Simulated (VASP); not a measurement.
Crystal: BAs.

```xyz
2
Lattice="0.0000 2.3885 2.3885 2.3885 0.0000 2.3885 2.3885 2.3885 0.0000" Properties=species:S:1:pos:R:3 pbc="T T T"
As    3.5827    3.5827    3.5827
B     0.0000    0.0000    0.0000
```

```yaml
Program: VASP 6.6.1
Task: relaxation of cell and atoms
Functional: PBEsol
Dispersion: D3(BJ)
Potentials_or_basis: VASP PAW PBE potentials, release 64 (As, B)
Cutoff: 600 eV
k_mesh: 10 × 10 × 10
Occupations: fermi-dirac, width 0.05 eV
Spin: no spin polarisation
```

At the start: pressure -3.2 GPa; volume 13.63 Å³/atom.

**Question.** How do energy, volume and symmetry change on relaxing?

**Answer.** Over 3 steps the energy falls by 3.1 meV/atom and the volume is 13.32 Å³/atom (-2.2 %); space group F-43m (No. 216, to 0.05 Å).

Step by step:
```
step  energy change (eV)  largest force (eV/Å)  pressure (GPa)  volume (Å³)
   1              0.0000                0.0000           -3.18        27.25
   2             -0.0027                0.0000            2.55        26.20
   3             -0.0062                0.0000            0.00        26.64
```

Final structure:
```
As B
1.0
     0.00000    2.37056    2.37056
     2.37056    0.00000    2.37056
     2.37056    2.37056    0.00000
As B
1 1
Direct
  0.75000 0.75000 0.75000
  0.00000 0.00000 0.00000
```

Caveat: the PAW data sets were made with another functional, which shifts forces and pressure a little.
